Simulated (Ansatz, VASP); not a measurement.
**MgSn2N2: VASP beside Ansatz**

File INCAR:

```
PREC = Accurate
ENCUT = 520
EDIFF = 1E-6
ISMEAR = 0
SIGMA = 0.1
LREAL = False
LASPH = True
NELM = 80
ALGO = Normal
ISIF = 2
LWAVE = False
LCHARG = False
GGA = RE
NBANDS = 28
```

KPOINTS

```
regular mesh
0
Gamma
  4 4 2
```

POSCAR

```
MgSn2N2
1.0
    3.3605490000      0.0000000000      0.0000000000
    0.0000000000      3.3605490000      0.0000000000
    0.0000000000      0.0000000000      8.1883940000
Mg Sn N
1 2 2
Direct
    0.5000000000      0.5000000000      0.0000000000
    0.0000000000      0.0000000000      0.6921370000
    0.0000000000      0.0000000000      0.3078630000
    0.0000000000      0.5000000000      0.1526980000
    0.5000000000      0.0000000000      0.8473020000
```

Input for Ansatz:

```yaml
crystal:
  lattice:
    - [3.360549, 0.0, 0.0]
    - [0.0, 3.360549, 0.0]
    - [0.0, 0.0, 8.188394]
  atoms:
    - { symbol: Mg, position: [0.5, 0.5, 0.0] }
    - { symbol: Sn, position: [0.0, 0.0, 0.692137] }
    - { symbol: Sn, position: [0.0, 0.0, 0.307863] }
    - { symbol: "N", position: [0.0, 0.5, 0.152698] }
    - { symbol: "N", position: [0.5, 0.0, 0.847302] }
basis:
  ecutwfc: 420
kpoints:
  mp_grid: { grid: [4, 4, 2] }
hamiltonian:
  xc: revpbe
scf:
  occupations: { method: gaussian, width: 0.1 }
output:
  forces: true
  stress: true
  eigenvalues: true
```

Alike in both runs: task single point; functional revPBE; k mesh 4 × 4 × 2; occupations gaussian, width 0.1 eV; no spin polarisation.

|  | VASP | Ansatz |
| --- | --- | --- |
| version | VASP 6.6.1 | Ansatz 0.2.0 |
| potentials or method | VASP PAW PBE potentials, release 64 (Mg, Sn_d, N), cutoff 520 eV | scalar-relativistic, plane waves, PAW |
| valence electrons in the cell | 40 | 48 |

|  | VASP | Ansatz | Ansatz less VASP |
| --- | --- | --- | --- |
| gap on the k mesh at the Fermi level (eV) | none | none | - |
| pressure (GPa) | 1.8 | 1.9 | +0.10 |
| traceless stress, the component that is largest in VASP (GPa) | 0.48 | 0.48 | -0.004 |
| rms of the force components (eV/Å) | 0.127 | 0.116 | -0.0113 |

VASP's potentials were made for PBE, not for revPBE. Atom by atom the forces differ by 0.014 eV/Å (rms over components). A gap of «none» marks a metal or a gap that the smearing closes. The functional is the same, so the differences come from potentials, cutoffs and numerics. VASP's potentials hold 40 valence electrons a cell and Ansatz's 48, so a difference there can come from the potentials and not from the codes.

The k mesh is coarse, so the values compare programs but aren't converged.
